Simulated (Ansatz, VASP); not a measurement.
## Ag in VASP and in Ansatz

The input INCAR:

```
PREC = Accurate
ENCUT = 520
EDIFF = 1E-7
ISMEAR = -1
SIGMA = 0.1
LREAL = False
LASPH = True
NELM = 100
ALGO = Normal
ISIF = 2
LWAVE = False
LCHARG = False
GGA = RP
NBANDS = 12
```

File KPOINTS:

```
regular mesh
0
Gamma
  13 13 13
```

Contents of POSCAR:

```
Ag
1.0
    2.8371514526      0.0000000000      0.0000000000
    0.0000000000      2.8371514526      0.0000000000
    0.0000000000      0.0000000000      2.8371514526
Ag
1
Direct
    0.0000000000      0.0000000000      0.0000000000
```

Input for Ansatz:

```yaml
crystal:
  lattice:
    - [2.8371514526, 0.0, 0.0]
    - [0.0, 2.8371514526, 0.0]
    - [0.0, 0.0, 2.8371514526]
  atoms:
    - { symbol: Ag, position: [0.0, 0.0, 0.0] }
hamiltonian:
  xc: rpbe
  pseudopotentials:
    kind: paw
    azcp:
      Ag: "pseudopotentials/Ag.paw.azcp"
basis:
  ecutwfc: 420
  fft_grid_basis: typed
kpoints:
  mp_grid: { grid: [13, 13, 13], shift: [0, 0, 0] }
magnetization:
  spin_polarized: false
scf:
  occupations: { method: fermi_dirac, width: 0.1 }
  lower_state_search: "off"
output:
  stress: true
```

Alike in both runs: task single point; functional RPBE; k mesh 13 × 13 × 13; occupations fermi-dirac, width 0.1 eV; no spin polarisation.

|  | VASP | Ansatz |
| --- | --- | --- |
| version | VASP 6.6.1 | Ansatz 0.2.0 |
| potentials or method | VASP PAW PBE potentials, release 64 (Ag), cutoff 520 eV | plane waves (420 eV) with PAW, scalar-relativistic |
| valence electrons in the cell | 11 | 19 |

|  | VASP | Ansatz | Ansatz less VASP |
| --- | --- | --- | --- |
| pressure (GPa) | -2.0 | -1.9 | +0.03 |

VASP's potentials were made for PBE, not for RPBE. VASP's potentials hold 11 valence electrons a cell and Ansatz's 19, so a difference there can come from the potentials and not from the codes.
